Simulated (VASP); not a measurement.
# Pb (P6_3/mmc) in VASP: further runs, part 2 of 2

VASP 6.6.1.

**4. Single point, LDA (volume scaled by 0.92)**

Input file INCAR:

```
SYSTEM = Pb
PREC = Accurate
ENCUT = 520
EDIFF = 1E-7
ISMEAR = -1
SIGMA = 0.1
LREAL = .False.
LASPH = .True.
NELM = 80
ALGO = Normal
ISIF = 2
LWAVE = .False.
LCHARG = .False.
GGA = CA
NBANDS = 21
```

Input file KPOINTS:

```
Automatic mesh
0
Gamma
  12 12 7
  0 0 0
```

Input file POSCAR:

```
Pb
1.0
    3.3426191308      0.0000000000      0.0000000000
   -1.6713095654      2.8947930824      0.0000000000
    0.0000000000      0.0000000000      5.4886952430
Pb
2
Direct
    0.3333333333      0.6666666667      0.2500000000
    0.6666666667      0.3333333333      0.7500000000
```

Potentials or basis: VASP PAW LDA potentials, release 64 (Pb_d).

Started as:

```bash
> cat potpaw_LDA.64/Pb_d/POTCAR > POTCAR
> mpirun -np 1 vasp_std > vasp.out
```

OUTCAR:

```text
SYSTEM = Pb
   PREC = Accurate
   ENCUT = 520
   EDIFF = 1E-7
   ISMEAR = -1
   LREAL = .False.
   LASPH = .True.
   NELM = 80
   ISIF = 2
   GGA = CA

 ion  position               nearest neighbor table
   1  0.333  0.667  0.250-   2 3.35   2 3.35   2 3.35   2 3.35   2 3.35   2 3.35
   2  0.667  0.333  0.750-   1 3.35   1 3.35   1 3.35   1 3.35   1 3.35   1 3.35

  LATTYP: Found a hexagonal cell.
 ALAT       =     3.3426191308
 C/A-ratio  =     1.6420342935

  Lattice vectors:

 A1 = (   3.3426191308,   0.0000000000,   0.0000000000)
 A2 = (  -1.6713095654,   2.8947930824,   0.0000000000)
 A3 = (   0.0000000000,   0.0000000000,   5.4886952430)

Analysis of symmetry for initial positions (statically):
=====================================================================
 Subroutine PRICEL returns:
 Original cell was already a primitive cell.

 Routine SETGRP: Setting up the symmetry group for a
 hexagonal supercell.

 Subroutine GETGRP returns: Found 24 space group operations
 (whereof 12 operations were pure point group operations)
 out of a pool of 24 trial point group operations.

The static configuration has the point symmetry D_3d.
 The point group associated with its full space group is D_6h.

Analysis of symmetry for dynamics (positions and initial velocities):
=====================================================================
 Subroutine PRICEL returns:
 Original cell was already a primitive cell.

 Routine SETGRP: Setting up the symmetry group for a
 hexagonal supercell.

 Subroutine GETGRP returns: Found 24 space group operations
 (whereof 12 operations were pure point group operations)
 out of a pool of 24 trial point group operations.

The dynamic configuration has the point symmetry D_3d.
 The point group associated with its full space group is D_6h.

 Subroutine INISYM returns: Found 24 space group operations
 (whereof 12 operations are pure point group operations),
 and found     1 'primitive' translations

----------------------------------------------------------------------------------------

                                     Primitive cell

  volume of cell :      53.1097

  direct lattice vectors                    reciprocal lattice vectors
     3.342619131  0.000000000  0.000000000     0.299166600  0.172723917  0.000000000
    -1.671309565  2.894793082  0.000000000     0.000000000  0.345447834  0.000000000
     0.000000000  0.000000000  5.488695243     0.000000000  0.000000000  0.182192663

  length of vectors
     3.342619131  3.342619131  5.488695243     0.345447834  0.345447834  0.182192663

  position of ions in fractional coordinates (direct lattice)
     0.333333333  0.666666667  0.250000000
     0.666666667  0.333333333  0.750000000

  ion indices of the primitive-cell ions
   primitive index   ion index
                 1           1
                 2           2

----------------------------------------------------------------------------------------

 KPOINTS: Automatic mesh

Automatic generation of k-mesh.
 Grid dimensions read from file:
 generate k-points for:   12   12    7

 Generating k-lattice:

  Cartesian coordinates                     Fractional coordinates (reciprocal lattice)
     0.024930550  0.014393660  0.000000000     0.083333333  0.000000000  0.000000000
     0.000000000  0.028787319  0.000000000     0.000000000  0.083333333  0.000000000
     0.000000000  0.000000000  0.026027523     0.000000000  0.000000000  0.142857143

  Length of vectors
     0.028787319  0.028787319  0.026027523

  Shift w.r.t. Gamma in fractional coordinates (k-lattice)
     0.000000000  0.000000000  0.000000000

 Subroutine IBZKPT returns following result:
 ===========================================

 Found     76 irreducible k-points:

 Following reciprocal coordinates:
            Coordinates               Weight
  0.000000  0.000000  0.000000      1.000000
  0.083333 -0.000000  0.000000      6.000000
  0.166667 -0.000000  0.000000      6.000000
  0.250000  0.000000  0.000000      6.000000
  0.333333 -0.000000  0.000000      6.000000
  0.416667  0.000000  0.000000      6.000000
[... 16 lines left out ...]
  0.250000  0.000000  0.142857     12.000000
  0.333333 -0.000000  0.142857     12.000000
 [... further k-points ...]
   k-points           NKPTS =     76   k-points in BZ     NKDIM =     76   number of bands    NBANDS=     21
   number of dos      NEDOS =    301   number of ions     NIONS =      2
   total plane-waves  NPLWV =  32928
   dimension x,y,z NGX =    28 NGY =   28 NGZ =   42
   dimension x,y,z NGXF=    56 NGYF=   56 NGZF=   84
   ions per type =               2
   NGX,Y,Z   is equivalent  to a cutoff of  13.93, 13.93, 12.72 a.u.
   NGXF,Y,Z  is equivalent  to a cutoff of  27.85, 27.85, 25.44 a.u.
 SYSTEM =  Pb
   PREC   = accura    normal or accurate (medium, high low for compatibility)
   ISTART =      0    job   : 0-new  1-cont  2-samecut
   ICHARG =      2    charge: 1-file 2-atom 10-const
   ISPIN  =      1    spin polarized calculation?
   LNONCOLLINEAR =      F non collinear calculations
   LSORBIT =      F    spin-orbit coupling
   LASPH  =      T    aspherical Exc in radial PAW
   ENCUT  =  520.0 eV  38.22 Ry    6.18 a.u.   6.22  6.22 10.21*2*pi/ulx,y,z
   NELM   =     80;   NELMIN=  2; NELMDL= -5     # of ELM steps
   EDIFF  = 0.1E-06   stopping-criterion for ELM
   LREAL  =      F    real-space projection
   EDIFFG = 0.1E-05   stopping-criterion for IOM
   NSW    =      0    number of steps for IOM
   IBRION =     -1    ionic relax: 0-MD 1-quasi-New 2-CG
   NFREE  =      0    steps in history (QN), initial steepest desc. (CG)
   ISIF   =      2    stress and relaxation
   ISYM   =      2    0-nonsym 1-usesym 2-fastsym
   POTIM  = 0.5000    time-step for ionic-motion
   TEBEG  =    0.0;   TEEND  =   0.0 temperature during run
   PSTRESS=    0.0 pullay stress
   NELECT =      28.0000    total number of electrons
   NUPDOWN=      -1.0000    fix difference up-down
   EMIN   =  10.00;   EMAX   =-10.00  energy-range for DOS
   EFERMI =   0.00;   METHOD = LEGACY
   ISMEAR =    -1;   SIGMA  =   0.10  broadening in eV -4-tet -1-fermi 0-gaus
   EFERMI_NEDOS =   21; number of points for ismear=-14 and -15
   IALGO  =     38    algorithm
   IMIX   =      4    mixing-type and parameters
     AMIX     =   0.40;   BMIX     =  1.00
     AMIX_MAG =   1.60;   BMIX_MAG =  1.00
  volume/ion in A,a.u.               =      26.55       179.20
  Fermi-wavevector in a.u.,A,eV,Ry     =   1.322522  2.499205 23.797476  1.749065
  Thomas-Fermi vector in A             =   2.452197
   LORBIT       =      0    0 simple, 1 ext, 2 COOP (PROOUT), +10 PAW based schemes
   GGA     = CA    functional components
   LHFCALC =     F    Hartree Fock is set to
   AEXX    =    0.0000 exact exchange contribution
   IVDW    =     0    specifies the selected vdW correction
   LEPSILON=     F    determine dielectric tensor
   LRPA    =     F    only Hartree local field effects (RPA)
 non-spin polarized calculation
  energy-cutoff  :      520.00
  volume of cell :       53.11
 maximum number of plane-waves:      1460
 NGX is ok and might be reduce to    28
   NGX = 13   NGY = 13   NGZ = 21

 number of electron      27.9999994 magnetization

 Free energy of the ion-electron system (eV)
  ---------------------------------------------------
  ext. energy  EPLUGINS =         0.00000000
  ---------------------------------------------------
  free energy    TOTEN  =        -8.40770993 eV

  energy without entropy =       -8.36838355  energy(sigma->0) =       -8.38804674

 E-fermi :   8.5819     XC(G=0): -11.1066

 val. band max:        8.5461998207   @ k =   0.4167   0.0833   0.1429
 cond. band min:       8.5821433685   @ k =   0.2500   0.2500   0.1429
 fundamental gap:      0.0359435479
 Fermi energy:         8.5819159360

 k-point     1 :       0.0000    0.0000    0.0000
  band No.  band energies     occupation
      1      -8.6208      2.00000
      2      -8.5495      2.00000
      3      -8.5128      2.00000
      4      -8.5128      2.00000
      5      -8.4802      2.00000
      6      -8.4802      2.00000
[... 13 lines left out ...]
     20      18.2380      0.00000
     21      20.5454      0.00000

 k-point     2 :       0.0833   -0.0000    0.0000
  band No.  band energies     occupation
      1      -8.6099      2.00000
      2      -8.5552      2.00000
      3      -8.4975      2.00000
      4      -8.4883      2.00000
      5      -8.4775      2.00000
      6      -8.4567      2.00000
[... 520 lines left out ...]
 k-point    24 :       0.3333   -0.0000    0.1429
  band No.  band energies     occupation
      1      -8.7165      2.00000
      2      -8.5879      2.00000
      3      -8.5577      2.00000
      4      -8.4778      2.00000
      5      -8.3920      2.00000
      6      -8.3536      2.00000
[... 13 lines left out ...]
     20      17.3301      0.00000
     21      19.1760      0.00000

 [... further k-points ...]
[... 5 lines left out ...]
  --------------------------------------------------------------------------------------
  -------------------------------------------------------------------------------------
  Total        1.9600190      1.9600190      1.7663680     -0.0000000      0.0000000     -0.0000000
  in kB       59.1285646     59.1285646     53.2866278     -0.0000000      0.0000000     -0.0000000
  external PRESSURE =      57.1812523 kB  Pullay stress =       0.0000000 kB

 VOLUME and BASIS-vectors are now :
 -----------------------------------------------------------------------------
  energy-cutoff  :      520.00
  volume of cell :       53.11
      direct lattice vectors                 reciprocal lattice vectors
     3.342619131  0.000000000  0.000000000     0.299166600  0.172723917  0.000000000
    -1.671309565  2.894793082  0.000000000     0.000000000  0.345447834  0.000000000
     0.000000000  0.000000000  5.488695243     0.000000000  0.000000000  0.182192663

 POSITION                                       TOTAL-FORCE (eV/Angst)
 -----------------------------------------------------------------------------------
     -0.00000      1.92986      1.37217         0.000000     -0.000000      0.000000
      1.67131      0.96493      4.11652        -0.000000      0.000000      0.000000
 -----------------------------------------------------------------------------------
    total drift:                               -0.000000      0.000000      0.000000

  FREE ENERGIE OF THE ION-ELECTRON SYSTEM (eV)
  ---------------------------------------------------
  free  energy   TOTEN  =        -8.4077099341 eV

  energy  without entropy=       -8.3683835494  energy(sigma->0) =       -8.38804674
```

OSZICAR:

```text
N       E                     dE             d eps       ncg     rms          rms(c)
DAV:   1     0.298169979033E+03    0.29817E+03   -0.14405E+04  3200   0.171E+03
DAV:   2     0.129188547636E+02   -0.28525E+03   -0.27848E+03  3227   0.416E+02
DAV:   3    -0.779302994474E+01   -0.20712E+02   -0.20437E+02  3840   0.138E+02
DAV:   4    -0.842031900943E+01   -0.62729E+00   -0.62699E+00  3868   0.267E+01
DAV:   5    -0.845000184125E+01   -0.29683E-01   -0.29681E-01  4398   0.536E+00    0.100E+00
DAV:   6    -0.841797243609E+01    0.32029E-01   -0.49807E-02  4469   0.320E+00    0.464E-01
DAV:   7    -0.840852103669E+01    0.94514E-02   -0.17556E-02  4455   0.184E+00    0.118E-01
DAV:   8    -0.840770983142E+01    0.81121E-03   -0.10350E-03  4357   0.446E-01    0.101E-02
DAV:   9    -0.840770944844E+01    0.38298E-06   -0.26432E-05  4670   0.686E-02    0.524E-03
DAV:  10    -0.840770994207E+01   -0.49363E-06   -0.14114E-06  4302   0.102E-02    0.423E-04
DAV:  11    -0.840770993407E+01    0.80022E-08   -0.26262E-08  2371   0.204E-03
   1 F= -.84077099E+01 E0= -.83880467E+01  d E =-.393264E-01
```

stdout:

```text
POSCAR found type information on POSCAR Pb
 POSCAR found :  1 types and       2 ions
 scaLAPACK will be used
 LDA part: xc-table for (Slater(with rela. corr.)+CA(PZ))
 , standard interpolation
 POSCAR, INCAR and KPOINTS ok, starting setup
 FFT: planning ... GRIDC
 FFT: planning ... GRID_SOFT
 FFT: planning ... GRID
 WAVECAR not read
 entering main loop
```

It took 2.2 min on 1 thread of AMD EPYC 7R13, shared host; peak memory 0.17 GiB.

Results:

```yaml
Free_energy: -8.4077 eV
Pressure: 5.7 GPa
Band_gap_on_the_k_mesh: zero (band 14 reaches 15.05 eV, above the bottom of band 15 at 6.36 eV)
```

Stress tensor (GPa, compression positive):
```
5.91 0.00 0.00
0.00 5.91 0.00
0.00 0.00 5.33
```

Caveat: spin-orbit coupling is left out, which moves the levels of the heavy elements.

**5. Single point, LDA (volume scaled by 0.96)**

Input file INCAR:

```
ALGO     = Normal         # electronic algorithm
EDIFF    = 1E-7           # SCF threshold, eV
ENCUT    = 520            # plane-wave cutoff, eV
ISIF     = 2              # what is computed and relaxed
ISMEAR   = -1             # smearing method
LASPH    = T              # aspherical terms in the spheres
LCHARG   = T              # write CHGCAR
LELF     = T              # ELF
LREAL    = F              # projectors in reciprocal space
LVHAR    = T            
LWAVE    = F              # write WAVECAR
NBANDS   = 21             # bands
NELM     = 60             # most SCF steps
PREC     = Accurate       # precision mode
SIGMA    = 0.1            # smearing width, eV
```

Input file KPOINTS:

```
k-points
0
Gamma
  12 12 7
```

Input file POSCAR:

```
Pb
1.0
    3.3903772850      0.0000000000      0.0000000000
   -1.6951886425      2.9361528572      0.0000000000
    0.0000000000      0.0000000000      5.5671157700
Pb
2
Direct
    0.3333333333      0.6666666667      0.2500000000
    0.6666666667      0.3333333333      0.7500000000
```

Started as:

```bash
> cat potpaw_LDA.64/Pb_d/POTCAR > POTCAR
> mpirun -np 1 vasp_std > vasp.out
```

Wall time 2.2 min (1 thread of AMD EPYC 7R13, shared host); peak memory 0.17 GiB.

The run converged. Its results:

```yaml
Free_energy: -8.4690 eV
Pressure: 2.7 GPa
Band_gap_on_the_k_mesh: zero (band 14 reaches 14.25 eV, above the bottom of band 15 at 5.91 eV)
```

Levels at points of the mesh, in eV from the Fermi level:
```csv
k point,band 10,band 11,band 12,band 13,band 14,band 15,band 16,band 17,band 18,band 19
"(0.00, 0.00, 0.00)",-16.72,-12.38,-8.26,-4.64,6.13,6.13,8.10,8.10,8.14,9.39
"(0.50, 0.00, 0.00)",-16.67,-8.43,-7.17,-3.06,-1.65,-0.58,1.84,2.19,6.06,6.61
```

Caveat: spin-orbit coupling is left out, which moves the levels of the heavy elements.

**6. Single point, LDA**

Input file INCAR:

```
  PREC = Accurate
  ENCUT = 520
  EDIFF = 1E-7
  ISMEAR = -1
  SIGMA = 0.1
  LREAL = False
  LASPH = True
  NELM = 80
  ALGO = Normal
  ISIF = 2
  LWAVE = False
  LCHARG = False
  GGA = CA
  NBANDS = 21
```

Input file KPOINTS:

```
regular mesh
0
Gamma
  12 12 7
```

Input file POSCAR:

```
Pb
1.0
    3.4368265815      0.0000000000      0.0000000000
   -1.7184132908      2.9763791279      0.0000000000
    0.0000000000      0.0000000000      5.6433871077
Pb
2
Direct
    0.3333333333      0.6666666667      0.2500000000
    0.6666666667      0.3333333333      0.7500000000
```

Potentials or basis: VASP PAW LDA potentials, release 64 (Pb_d).

Started as:

```bash
> cat potpaw_LDA.64/Pb_d/POTCAR > POTCAR
> mpirun -np 1 vasp_std > vasp.out
```

Wall time 2 min (1 thread of AMD EPYC 7R13, shared host); peak memory 0.17 GiB.

The run converged. Its results:

```yaml
Free_energy: -8.4914 eV
Pressure: 0.3 GPa
Band_gap_on_the_k_mesh: zero (band 14 reaches 13.51 eV, above the bottom of band 15 at 5.51 eV)
```

Stress tensor (GPa, compression positive):
```
0.19 0.00 0.00
0.00 0.19 0.00
0.00 0.00 0.54
```

Levels at points of the mesh, in eV from the Fermi level:
```csv
k point,band 11,band 12,band 13,band 14,band 15,band 16,band 17,band 18
"(0.00, 0.00, 0.00)",-12.07,-8.20,-4.41,5.90,5.90,7.77,7.77,7.82
"(0.50, 0.00, 0.00)",-8.35,-7.12,-2.99,-1.58,-0.52,1.82,2.16,5.83
```

Caveat: spin-orbit coupling is left out, which moves the levels of the heavy elements.

**7. Summary**

```csv
cell,k mesh,gap on the mesh (eV),pressure (GPa)
"a = 3.437, b = 3.437, c = 5.643 Å, angles 90.0, 90.0, 120.0°, 2 atoms",10 × 10 × 6,none,0.0
"a = 3.293, b = 3.293, c = 5.408 Å, angles 90.0, 90.0, 120.0°, 2 atoms",12 × 12 × 7,none,9.5
"a = 3.343, b = 3.343, c = 5.489 Å, angles 90.0, 90.0, 120.0°, 2 atoms",12 × 12 × 7,none,5.7
"a = 3.390, b = 3.390, c = 5.567 Å, angles 90.0, 90.0, 120.0°, 2 atoms",12 × 12 × 7,none,2.7
"a = 3.437, b = 3.437, c = 5.643 Å, angles 90.0, 90.0, 120.0°, 2 atoms",12 × 12 × 7,none,0.3
```

Alike in all rows: task single point; level LDA; potentials or basis VASP PAW LDA potentials, release 64 (Pb_d); no spin polarisation; cutoff (eV) 520; smearing fermi-dirac 0.1 eV.

Caveats: spin-orbit coupling is left out, which moves the levels of the heavy elements.

Absolute energies hang on the potentials; compare differences alone.
